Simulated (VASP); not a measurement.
# HfN: single point with r2SCAN

Crystal: HfN.

```
Hf N
1.0
     3.13391    0.00000    0.00000
    -1.56695    2.71404    0.00000
     0.00000    0.00000    5.41677
Hf N
2 2
Direct
  0.66667 0.33333 0.75000
  0.33333 0.66667 0.25000
  0.00000 0.00000 0.00000
  0.00000 0.00000 0.50000
```

```yaml
Program: VASP 6.6.1
Task: single point
Functional: r2SCAN
Potentials_or_basis: VASP PAW PBE potentials, release 64 (Hf_pv, N)
Cutoff: 520 eV
k_mesh: 8 × 8 × 4
Occupations: methfessel-paxton, width 0.025 eV
Spin: no spin polarisation
```

```yaml
Pressure: 0.1 GPa
Band_gap_on_the_k_mesh: zero (bands 15 and 16 overlap by 2.45 eV)
```

Stress tensor (GPa, compression positive):
```
 0.23  0.00  0.00
 0.00  0.23  0.00
 0.00  0.00 -0.09
```

Levels at points of the mesh, in eV from the Fermi level:
| k point | band 11 | band 12 | band 13 | band 14 | band 15 | band 16 | band 17 | band 18 | band 19 | band 20 |
| --- | --- | --- | --- | --- | --- | --- | --- | --- | --- | --- |
| (0.00, 0.00, 0.00) | -4.86 | -3.72 | -3.72 | -1.82 | -0.27 | 1.05 | 1.05 | 1.38 | 2.24 | 2.24 |
| (0.50, 0.00, 0.00) | -5.97 | -5.61 | -3.40 | -2.70 | -2.53 | 2.66 | 3.12 | 4.85 | 4.99 | 5.92 |
| (0.00, 0.00, 0.50) | -4.50 | -4.50 | -4.50 | -4.50 | 2.16 | 2.16 | 3.25 | 3.25 | 3.25 | 3.25 |
| (0.50, 0.00, 0.50) | -5.57 | -5.57 | -4.61 | -4.61 | -0.15 | -0.15 | 5.13 | 5.13 | 5.18 | 5.18 |

Wall time 3.6 min on 1 thread of Intel Xeon 8259CL (shared host), peak memory 0.18 GiB.

Caveat: the PAW data sets were made with another functional, which shifts forces and pressure a little; spin-orbit coupling is left out, which moves the levels of the heavy elements.
